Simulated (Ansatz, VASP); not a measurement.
## Ir: VASP beside Ansatz

Contents of INCAR:

```
SYSTEM = Ir
PREC = Accurate ; ENCUT = 600
EDIFF = 1E-6 ; ISMEAR = -1
SIGMA = 0.05 ; LREAL = .FALSE.
LASPH = .TRUE. ; NELM = 60
ALGO = Normal ; ISIF = 3
LWAVE = .FALSE. ; LCHARG = .FALSE.
GGA = B5 ; ALDAX = 1.0
AGGAX = 1.0 ; AGGAC = 1.0
ALDAC = 0.0 ; IVDW = 13
VDW_S6 = 1.0 ; VDW_S8 = 2.34076671
VDW_A1 = 0.44488865 ; VDW_A2 = 4.0933009
IBRION = 2 ; NSW = 60
EDIFFG = -0.01
```

The input KPOINTS:

```
Automatic mesh
0
G
  11 11 6
  0 0 0
```

POSCAR

```
Ir
1.0
    2.7513778946      0.0000000000      0.0000000000
   -1.3756889473      2.3827631521      0.0000000000
    0.0000000000      0.0000000000      4.4622900000
Ir
2
Direct
    0.3333333333      0.6666666667      0.2500000000
    0.6666666667      0.3333333333      0.7500000000
```

Contents of input.yaml:

```yaml
crystal:
  lattice:
    - [2.7513778946, 0.0, 0.0]
    - [-1.3756889473, 2.3827631521, 0.0]
    - [0.0, 0.0, 4.46229]
  atoms:
    - { symbol: Ir, position: [0.3333333333, 0.6666666667, 0.25] }
    - { symbol: Ir, position: [0.6666666667, 0.3333333333, 0.75] }
hamiltonian:
  xc: blyp
  pseudopotentials: { kind: paw }
  dispersion: d4
kpoints:
  mp_grid: { grid: [11, 11, 6] }
scf:
  occupations: { method: fermi_dirac, width: 0.05 }
output:
  forces: true
  stress: true
  eigenvalues: true
  write_density: true
  write_potential: true
  elf: true
  volumetric_format: npy
relax:
  f_tol: 0.01
  max_steps: 40
  cell: { stress_tol: 0.05 }
```

Alike in both runs: task relaxation of cell and atoms; functional BLYP; dispersion D4; k mesh 11 × 11 × 6; occupations fermi-dirac, width 0.05 eV; no spin polarisation.

```csv
,VASP,Ansatz
version,VASP 6.6.1,Ansatz 0.2.0
potentials or method,"VASP PAW PBE potentials, release 64 (Ir)",Ansatz PAW
plane-wave cutoff (eV),600,420
valence electrons in the cell,18,34
```

VASP gave:

| Property | Result |
| --- | --- |
| gap on the k mesh at the Fermi level, each at its own relaxed structure (eV) | none |
| relaxed volume (Å³/atom) | 14.61 |
| relaxed cell length with the largest relative difference (Å) | 4.460 |

**Question.** Estimate Ansatz's values.

**Answer.** gap on the k mesh at the Fermi level, each at its own relaxed structure (eV): none; relaxed volume (Å³/atom): 14.48; relaxed cell length with the largest relative difference (Å): 4.447.

VASP's potentials were made for PBE, not for BLYP. A gap of «none» marks a metal or a gap that the smearing closes. VASP's potentials hold 18 valence electrons a cell and Ansatz's 34, so a difference there can come from the potentials and not from the codes.

Spin-orbit coupling is off throughout. Noted on Ansatz's run: the plane-wave basis is chosen anew once the cell has moved, so the energies of steps on either side of that aren't comparable.
